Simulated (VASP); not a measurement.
# GaP (F-43m) in VASP: further runs

Runs on GaP. Level: r2SCAN. Tasks: single point, relaxation of cell and atoms.

Everything below comes from runs of VASP 6.6.1. Logs are shortened: lines on timing, memory, paths and dates and some standing lists are left out, and cuts for length are marked.

**1. The cell of the first run**

It takes space group F-43m (No. 216, cubic). The conventional cell has a = 5.412 Å, b = 5.412 Å, c = 5.412 Å, α = 90.00°, β = 90.00°, γ = 90.00°. Ga (site symmetry -43m) has 4 P at 2.34 Å within 3.1 Å. P (site symmetry -43m) has 4 Ga at 2.34 Å within 3.1 Å.

**2. Single point, r2SCAN**

POSCAR reads:

```
GaP
1.0
    0.0000000000      2.7059197822      2.7059197822
    2.7059197822      0.0000000000      2.7059197822
    2.7059197822      2.7059197822      0.0000000000
Ga P
1 1
Direct
    0.0000000000      0.0000000000      0.0000000000
    0.7500000000      0.7500000000      0.7500000000
```

INCAR.step1 reads:

```
SYSTEM = GaP
ALGO = Normal
EDIFF = 1E-4
ENCUT = 520
GGA = PE
ISMEAR = 0
LASPH = .TRUE.
LCHARG = .FALSE.
LREAL = .FALSE.
LWAVE = .TRUE.
NBANDS = 16
NELM = 100
PREC = Accurate
SIGMA = 0.01
```

INCAR.step2 reads:

```
SYSTEM = GaP
ALGO = Normal
EDIFF = 1E-7
ENCUT = 520
ISIF = 2
ISMEAR = 0
ISTART = 1
LASPH = .TRUE.
LCHARG = .TRUE.
LELF = .TRUE.
LMIXTAU = .TRUE.
LREAL = .FALSE.
LVHAR = .TRUE.
LWAVE = .FALSE.
METAGGA = R2SCAN
NBANDS = 16
NELM = 100
PREC = Accurate
SIGMA = 0.01
```

KPOINTS reads:

```
k-points
0
G
  8 8 8
  0 0 0
```

Potentials or basis: VASP PAW PBE potentials, release 64 (Ga_d, P).

Launch:

```console
> cat potpaw_PBE.64/Ga_d/POTCAR potpaw_PBE.64/P/POTCAR > POTCAR
> cp INCAR.step1 INCAR
> mpirun -np 1 vasp_std > vasp.out
> cp INCAR.step2 INCAR
> mpirun -np 1 vasp_std > vasp.out
```

OUTCAR:

```text
SYSTEM = GaP
   EDIFF = 1E-7
   ENCUT = 520
   ISIF = 2
   ISMEAR = 0
   ISTART = 1
   LASPH = .TRUE.
   LREAL = .FALSE.
   METAGGA = R2SCAN
   NELM = 100
   PREC = Accurate

 ion  position               nearest neighbor table
   1  0.000  0.000  0.000-   2 2.34   2 2.34   2 2.34   2 2.34
   2  0.750  0.750  0.750-   1 2.34   1 2.34   1 2.34   1 2.34

  LATTYP: Found a face centered cubic cell.
 ALAT       =     5.4118395644

  Lattice vectors:

 A1 = (   0.0000000000,   2.7059197822,   2.7059197822)
 A2 = (   2.7059197822,   0.0000000000,   2.7059197822)
 A3 = (   2.7059197822,   2.7059197822,   0.0000000000)

Analysis of symmetry for initial positions (statically):
=====================================================================
 Subroutine PRICEL returns:
 Original cell was already a primitive cell.

 Routine SETGRP: Setting up the symmetry group for a
 face centered cubic supercell.

 Subroutine GETGRP returns: Found 24 space group operations
 (whereof 24 operations were pure point group operations)
 out of a pool of 48 trial point group operations.

The static configuration has the point symmetry T_d .

Analysis of symmetry for dynamics (positions and initial velocities):
=====================================================================
 Subroutine PRICEL returns:
 Original cell was already a primitive cell.

 Routine SETGRP: Setting up the symmetry group for a
 face centered cubic supercell.

 Subroutine GETGRP returns: Found 24 space group operations
 (whereof 24 operations were pure point group operations)
 out of a pool of 48 trial point group operations.

The dynamic configuration has the point symmetry T_d .

 Subroutine INISYM returns: Found 24 space group operations
 (whereof 24 operations are pure point group operations),
 and found     1 'primitive' translations

----------------------------------------------------------------------------------------

                                     Primitive cell

  volume of cell :      39.6255

  direct lattice vectors                    reciprocal lattice vectors
     0.000000000  2.705919782  2.705919782    -0.184780053  0.184780053  0.184780053
     2.705919782  0.000000000  2.705919782     0.184780053 -0.184780053  0.184780053
     2.705919782  2.705919782  0.000000000     0.184780053  0.184780053 -0.184780053

  length of vectors
     3.826748455  3.826748455  3.826748455     0.320048440  0.320048440  0.320048440

  position of ions in fractional coordinates (direct lattice)
     0.000000000  0.000000000  0.000000000
     0.750000000  0.750000000  0.750000000

  ion indices of the primitive-cell ions
   primitive index   ion index
                 1           1
                 2           2

----------------------------------------------------------------------------------------

 KPOINTS: k-points

Automatic generation of k-mesh.
 Grid dimensions read from file:
 generate k-points for:    8    8    8

 Generating k-lattice:

  Cartesian coordinates                     Fractional coordinates (reciprocal lattice)
    -0.023097507  0.023097507  0.023097507     0.125000000  0.000000000  0.000000000
     0.023097507 -0.023097507  0.023097507     0.000000000  0.125000000  0.000000000
     0.023097507  0.023097507 -0.023097507     0.000000000  0.000000000  0.125000000

  Length of vectors
     0.040006055  0.040006055  0.040006055

  Shift w.r.t. Gamma in fractional coordinates (k-lattice)
     0.000000000  0.000000000  0.000000000

 Subroutine IBZKPT returns following result:
 ===========================================

 Found     29 irreducible k-points:

 Following reciprocal coordinates:
            Coordinates               Weight
  0.000000  0.000000  0.000000      1.000000
  0.125000  0.000000  0.000000      8.000000
  0.250000  0.000000  0.000000      8.000000
  0.375000  0.000000  0.000000      8.000000
  0.500000  0.000000  0.000000      4.000000
  0.125000  0.125000  0.000000      6.000000
[... 16 lines left out ...]
  0.500000  0.250000  0.125000     48.000000
 -0.375000  0.250000  0.125000     24.000000
 [... further k-points ...]
   k-points           NKPTS =     29   k-points in BZ     NKDIM =     29   number of bands    NBANDS=     16
   number of dos      NEDOS =    301   number of ions     NIONS =      2
   total plane-waves  NPLWV =  21952
   dimension x,y,z NGX =    28 NGY =   28 NGZ =   28
   dimension x,y,z NGXF=    56 NGYF=   56 NGZF=   56
   ions per type =               1   1
   NGX,Y,Z   is equivalent  to a cutoff of  12.16, 12.16, 12.16 a.u.
   NGXF,Y,Z  is equivalent  to a cutoff of  24.33, 24.33, 24.33 a.u.
 SYSTEM =  GaP
   PREC   = accura    normal or accurate (medium, high low for compatibility)
   ISTART =      1    job   : 0-new  1-cont  2-samecut
   ICHARG =      0    charge: 1-file 2-atom 10-const
   ISPIN  =      1    spin polarized calculation?
   LNONCOLLINEAR =      F non collinear calculations
   LSORBIT =      F    spin-orbit coupling
   LASPH  =      T    aspherical Exc in radial PAW
   ENCUT  =  520.0 eV  38.22 Ry    6.18 a.u.   7.12  7.12  7.12*2*pi/ulx,y,z
   NELM   =    100;   NELMIN=  2; NELMDL=  0     # of ELM steps
   EDIFF  = 0.1E-06   stopping-criterion for ELM
   LREAL  =      F    real-space projection
   EDIFFG = 0.1E-05   stopping-criterion for IOM
   NSW    =      0    number of steps for IOM
   IBRION =     -1    ionic relax: 0-MD 1-quasi-New 2-CG
   NFREE  =      0    steps in history (QN), initial steepest desc. (CG)
   ISIF   =      2    stress and relaxation
   ISYM   =      2    0-nonsym 1-usesym 2-fastsym
   POTIM  = 0.5000    time-step for ionic-motion
   TEBEG  =    0.0;   TEEND  =   0.0 temperature during run
   PSTRESS=    0.0 pullay stress
   NELECT =      18.0000    total number of electrons
   NUPDOWN=      -1.0000    fix difference up-down
   EMIN   =  10.00;   EMAX   =-10.00  energy-range for DOS
   EFERMI =   0.00;   METHOD = LEGACY
   ISMEAR =     0;   SIGMA  =   0.01  broadening in eV -4-tet -1-fermi 0-gaus
   EFERMI_NEDOS =   21; number of points for ismear=-14 and -15
   IALGO  =     38    algorithm
   IMIX   =      4    mixing-type and parameters
     AMIX     =   0.40;   BMIX     =  1.00
     AMIX_MAG =   1.60;   BMIX_MAG =  1.00
  volume/ion in A,a.u.               =      19.81       133.70
  Fermi-wavevector in a.u.,A,eV,Ry     =   1.258464  2.378152 21.547972  1.583731
  Thomas-Fermi vector in A             =   2.392072
   LORBIT       =      0    0 simple, 1 ext, 2 COOP (PROOUT), +10 PAW based schemes
   METAGGA = R2SCAN    functional components
   LHFCALC =     F    Hartree Fock is set to
   AEXX    =    0.0000 exact exchange contribution
   IVDW    =     0    specifies the selected vdW correction
   LEPSILON=     F    determine dielectric tensor
   LRPA    =     F    only Hartree local field effects (RPA)
 non-spin polarized calculation
 Gauss-broadening in eV      SIGMA  =   0.01
  energy-cutoff  :      520.00
  volume of cell :       39.63
 maximum number of plane-waves:      1090
   NGX = 15   NGY = 15   NGZ = 15

 number of electron      18.0000007 magnetization

 Free energy of the ion-electron system (eV)
  ---------------------------------------------------
  ext. energy  EPLUGINS =         0.00000000
  ---------------------------------------------------
  free energy    TOTEN  =       -21.45773782 eV

  energy without entropy =      -21.45773782  energy(sigma->0) =      -21.45773782

 E-fermi :   4.7256     XC(G=0): -10.6537

 val. band max:        4.6844150734   @ k =   0.0000   0.0000   0.0000
 cond. band min:       6.5526855041   @ k =   0.5000   0.5000   0.0000
 fundamental gap:      1.8682704307
 Fermi energy:         4.7256079385

 k-point     1 :       0.0000    0.0000    0.0000
  band No.  band energies     occupation
      1     -10.3422      2.00000
      2     -10.3422      2.00000
      3     -10.3422      2.00000
      4     -10.2209      2.00000
      5     -10.2209      2.00000
      6      -8.5055      2.00000
[... 8 lines left out ...]
     15      14.9849      0.00000
     16      14.9849      0.00000

 k-point     2 :       0.1250    0.0000    0.0000
  band No.  band energies     occupation
      1     -10.3604      2.00000
      2     -10.3368      2.00000
      3     -10.3367      2.00000
      4     -10.2210      2.00000
      5     -10.2210      2.00000
      6      -8.2854      2.00000
[... 8 lines left out ...]
     15      14.3470      0.00000
     16      15.1746      0.00000

 k-point     3 :       0.2500    0.0000    0.0000
  band No.  band energies     occupation
      1     -10.3985      2.00000
      2     -10.3251      2.00000
      3     -10.3251      2.00000
      4     -10.2195      2.00000
      5     -10.2195      2.00000
      6      -7.6653      2.00000
[... 8 lines left out ...]
     15      14.1748      0.00000
     16      15.3150      0.00000

 k-point     4 :       0.3750    0.0000    0.0000
  band No.  band energies     occupation
      1     -10.4311      2.00000
      2     -10.3159      2.00000
      3     -10.3158      2.00000
      4     -10.2155      2.00000
      5     -10.2155      2.00000
      6      -6.8017      2.00000
[... 8 lines left out ...]
     15      15.4768      0.00000
     16      15.4769      0.00000
[... 324 lines left out ...]
 k-point    22 :       0.3750    0.2500    0.1250
  band No.  band energies     occupation
      1     -10.4257      2.00000
      2     -10.3112      2.00000
      3     -10.3067      2.00000
      4     -10.2334      2.00000
      5     -10.2106      2.00000
      6      -7.1405      2.00000
[... 8 lines left out ...]
     15      16.5342      0.00000
     16      18.0132      0.00000

 k-point    23 :       0.5000    0.2500    0.1250
  band No.  band energies     occupation
      1     -10.4443      2.00000
      2     -10.3061      2.00000
      3     -10.2961      2.00000
      4     -10.2310      2.00000
      5     -10.2108      2.00000
      6      -6.3277      2.00000
[... 8 lines left out ...]
     15      17.0403      0.00000
     16      18.3307      0.00000

 k-point    24 :      -0.3750    0.2500    0.1250
  band No.  band energies     occupation
      1     -10.4511      2.00000
      2     -10.3051      2.00000
      3     -10.2923      2.00000
      4     -10.2270      2.00000
      5     -10.2127      2.00000
      6      -5.8341      2.00000
[... 8 lines left out ...]
     15      17.4326      0.00000
     16      18.0692      0.00000

 [... further k-points ...]

------------------------ aborting loop because EDIFF is reached ----------------------------------------

  FORCE on cell =-STRESS in cart. coord.  units (eV):
  Direction    XX          YY          ZZ          XY          YZ          ZX
  --------------------------------------------------------------------------------------
  -------------------------------------------------------------------------------------
  Total        0.4838772      0.4838772      0.4838772      0.0000000      0.0000000      0.0000000
  in kB       19.5645993     19.5645993     19.5645993      0.0000000      0.0000000      0.0000000
  external PRESSURE =      19.5645993 kB  Pullay stress =       0.0000000 kB

 VOLUME and BASIS-vectors are now :
 -----------------------------------------------------------------------------
  energy-cutoff  :      520.00
  volume of cell :       39.63
      direct lattice vectors                 reciprocal lattice vectors
     0.000000000  2.705919782  2.705919782    -0.184780053  0.184780053  0.184780053
     2.705919782  0.000000000  2.705919782     0.184780053 -0.184780053  0.184780053
     2.705919782  2.705919782  0.000000000     0.184780053  0.184780053 -0.184780053

 POSITION                                       TOTAL-FORCE (eV/Angst)
 -----------------------------------------------------------------------------------
      0.00000      0.00000      0.00000        -0.000000     -0.000000     -0.000000
      4.05888      4.05888      4.05888         0.000000      0.000000      0.000000
 -----------------------------------------------------------------------------------
    total drift:                                0.000000      0.000000     -0.000000

  FREE ENERGIE OF THE ION-ELECTRON SYSTEM (eV)
  ---------------------------------------------------
  free  energy   TOTEN  =       -21.4577378189 eV

  energy  without entropy=      -21.4577378189  energy(sigma->0) =      -21.45773782
```

Wall time 64 s (1 thread of Intel Xeon Platinum 8259CL at 2.50GHz (Skylake/Cascade Lake), shared host); peak memory 0.17 GiB.

What came out:

```yaml
Free_energy: -21.4577 eV
Pressure: 2.0 GPa
Band_gap_on_the_k_mesh: 1.87 eV (least direct gap 2.53 eV)
```

Levels at points of the mesh, in eV from the valence-band top:
```
           k point  band 5  band 6  band 7  band 8  band 9  band 10  band 11  band 12  band 13  band 14
(0.00, 0.00, 0.00)  -14.91  -13.19    0.00    0.00    0.00     2.53     4.18     4.18     4.18     9.57
(0.50, 0.00, 0.00)  -14.90  -10.95   -6.97   -1.20   -1.20     2.11     5.05     5.05     8.88    11.81
(0.50, 0.50, 0.00)  -14.88   -9.99   -7.06   -2.88   -2.88     1.87     2.08    11.52    11.52    12.22
```

Caveat: the PAW data sets were made with another functional, which shifts forces and pressure a little.

**3. Single point, r2SCAN**

This run uses another cell than the first one, of 20.03 Å³/atom.

POSCAR reads:

```
GaP
1.0
    0.0000000000      2.7155962572      2.7155962572
    2.7155962572      0.0000000000      2.7155962572
    2.7155962572      2.7155962572      0.0000000000
Ga P
1 1
Direct
    0.0000000000      0.0000000000      0.0000000000
    0.7500000000      0.7500000000      0.7500000000
```

INCAR.step1 reads:

```
PREC = Accurate ; ENCUT = 520
ISMEAR = 0 ; SIGMA = 0.01
LREAL = False ; LASPH = True
NELM = 100 ; NBANDS = 16
GGA = PE ; ALGO = Normal
EDIFF = 1E-4 ; LWAVE = True
LCHARG = False
```

INCAR.step2 reads:

```
PREC = Accurate ; ENCUT = 520
EDIFF = 1E-7 ; ISMEAR = 0
SIGMA = 0.01 ; LREAL = False
LASPH = True ; NELM = 100
ALGO = Normal ; ISIF = 2
LWAVE = False ; LCHARG = True
METAGGA = R2SCAN ; LMIXTAU = True
LELF = True ; LVHAR = True
NBANDS = 16 ; ISTART = 1
```

KPOINTS reads:

```
Automatic mesh
0
Gamma
  8 8 8
```

Potentials or basis: VASP PAW PBE potentials, release 64 (Ga_d, P).

Launch:

```console
> cat potpaw_PBE.64/Ga_d/POTCAR potpaw_PBE.64/P/POTCAR > POTCAR
> cp INCAR.step1 INCAR
> mpirun -np 1 vasp_std > vasp.out
> cp INCAR.step2 INCAR
> mpirun -np 1 vasp_std > vasp.out
```

OUTCAR:

```text
PREC = Accurate
   ENCUT = 520
   EDIFF = 1E-7
   ISMEAR = 0
   LREAL = False
   LASPH = True
   NELM = 100
   ISIF = 2
   METAGGA = R2SCAN
   ISTART = 1

 ion  position               nearest neighbor table
   1  0.000  0.000  0.000-   2 2.35   2 2.35   2 2.35   2 2.35
   2  0.750  0.750  0.750-   1 2.35   1 2.35   1 2.35   1 2.35

  LATTYP: Found a face centered cubic cell.
 ALAT       =     5.4311925144

  Lattice vectors:

 A1 = (   0.0000000000,   2.7155962572,   2.7155962572)
 A2 = (   2.7155962572,   0.0000000000,   2.7155962572)
[... 625 lines left out ...]
      3     -10.3868      2.00000
      4     -10.3237      2.00000
      5     -10.3099      2.00000
      6      -5.9051      2.00000
[... 8 lines left out ...]
     15      17.2808      0.00000
     16      17.8897      0.00000

 [... further k-points ...]
[... 5 lines left out ...]
  --------------------------------------------------------------------------------------
  -------------------------------------------------------------------------------------
  Total        0.2347055      0.2347055      0.2347055      0.0000000      0.0000000     -0.0000000
  in kB        9.3887589      9.3887589      9.3887589      0.0000000      0.0000000     -0.0000000
  external PRESSURE =       9.3887589 kB  Pullay stress =       0.0000000 kB

 VOLUME and BASIS-vectors are now :
 -----------------------------------------------------------------------------
  energy-cutoff  :      520.00
  volume of cell :       40.05
      direct lattice vectors                 reciprocal lattice vectors
     0.000000000  2.715596257  2.715596257    -0.184121627  0.184121627  0.184121627
     2.715596257  0.000000000  2.715596257     0.184121627 -0.184121627  0.184121627
     2.715596257  2.715596257  0.000000000     0.184121627  0.184121627 -0.184121627

 POSITION                                       TOTAL-FORCE (eV/Angst)
 -----------------------------------------------------------------------------------
      0.00000      0.00000      0.00000        -0.000000     -0.000000     -0.000000
      4.07339      4.07339      4.07339         0.000000      0.000000      0.000000
 -----------------------------------------------------------------------------------
    total drift:                               -0.000012     -0.000012     -0.000012

  FREE ENERGIE OF THE ION-ELECTRON SYSTEM (eV)
  ---------------------------------------------------
  free  energy   TOTEN  =       -21.4618635541 eV

  energy  without entropy=      -21.4618635541  energy(sigma->0) =      -21.46186355
```

OUTCAR.step1:

```text
PREC = Accurate
   ENCUT = 520
   ISMEAR = 0
   LREAL = False
   LASPH = True
[... 678 lines left out ...]
      0.00000      0.00000      0.00000        -0.000000     -0.000000     -0.000000
      4.07339      4.07339      4.07339         0.000000      0.000000      0.000000
 -----------------------------------------------------------------------------------
    total drift:                               -0.000002     -0.000002     -0.000001

  FREE ENERGIE OF THE ION-ELECTRON SYSTEM (eV)
  ---------------------------------------------------
  free  energy   TOTEN  =        -9.1081213741 eV

  energy  without entropy=       -9.1081213741  energy(sigma->0) =       -9.10812137
```

It took 85 s on 1 thread of Intel Xeon Platinum 8259CL at 2.50GHz (Skylake/Cascade Lake), shared host; peak memory 0.17 GiB.

Results:

| Quantity | Value |
| --- | --- |
| Free energy | -21.4619 eV |
| Pressure | 0.9 GPa |
| Band gap on the k mesh | 1.89 eV (least direct gap 2.44 eV) |

Caveat: the PAW data sets were made with another functional, which shifts forces and pressure a little.

(Continued in part 2 of 2.)
